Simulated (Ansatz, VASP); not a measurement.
**Two plane-wave programs on NaH**

The input POSCAR:

```
NaH
1.0
    0.0000000000      2.5969210614      2.5969210614
    2.5969210614      0.0000000000      2.5969210614
    2.5969210614      2.5969210614      0.0000000000
Na H
1 1
Direct
    0.0000000000      0.0000000000      0.0000000000
    0.2500000000      0.2500000000      0.2500000000
```

Contents of INCAR.step1:

```
  PREC = Accurate
  ENCUT = 520
  EDIFF = 1E-5
  ISMEAR = 0
  SIGMA = 0.01
  LREAL = F
  LASPH = T
  NELM = 60
  ALGO = Normal
  ISIF = 2
  LWAVE = T
  NBANDS = 11
  GGA = PE
```

INCAR.step2

```
  PREC = Accurate
  ENCUT = 520
  EDIFF = 1E-6
  ISMEAR = 0
  SIGMA = 0.01
  LREAL = F
  LASPH = T
  NELM = 60
  ALGO = Normal
  ISIF = 2
  LWAVE = F
  LCHARG = T
  GGA = PE
  LHFCALC = T
  AEXX = 0.75
  HFSCREEN = 0.2078
  PRECFOCK = Normal
  LELF = T
  LVHAR = T
  NBANDS = 11
  ISTART = 1
```

KPOINTS

```
regular mesh
0
Gamma
  4 4 4
```

Input for Ansatz:

```yaml
crystal:
  lattice:
    - [0.0, 2.5969210614, 2.5969210614]
    - [2.5969210614, 0.0, 2.5969210614]
    - [2.5969210614, 2.5969210614, 0.0]
  atoms:
    - { symbol: Na, position: [0.0, 0.0, 0.0] }
    - { symbol: H, position: [0.25, 0.25, 0.25] }
kpoints:
  mp_grid: { grid: [4, 4, 4] }
hamiltonian:
  xc:
    exchange: pbe
    correlation: pbe
    exx: { coeff: 0.75, omega: 0.2078 }
scf:
  occupations: { method: fixed }
  n_extra_bands: 4
output:
  forces: true
  stress: true
  eigenvalues: true
```

Alike in both runs: task single point; functional PBE-based screened hybrid; k mesh 4 × 4 × 4; no spin polarisation.

|  | VASP | Ansatz |
| --- | --- | --- |
| version | VASP 6.6.1 | Ansatz 0.2.0 |
| potentials or method | VASP PAW PBE potentials, release 64 (Na_pv, H) | plane waves |
| plane-wave cutoff (eV) | 520 | 420 |
| occupations | gaussian, width 0.01 eV | fixed |
| valence electrons in the cell | 8 | 10 |

```csv
,VASP,Ansatz,Ansatz less VASP
gap on the k mesh at the Fermi level (eV),6.72,6.73,+0.013
pressure (GPa),-0.3,-0.3,-0.02
```

VASP's potentials were made for PBE, not for PBE-based screened hybrid. VASP's potentials hold 8 valence electrons a cell and Ansatz's 10, so a difference there can come from the potentials and not from the codes. Ansatz's warnings: stress exchange threshold loose, stress scf threshold loose.

The k mesh is coarse, so the values compare programs but aren't converged.
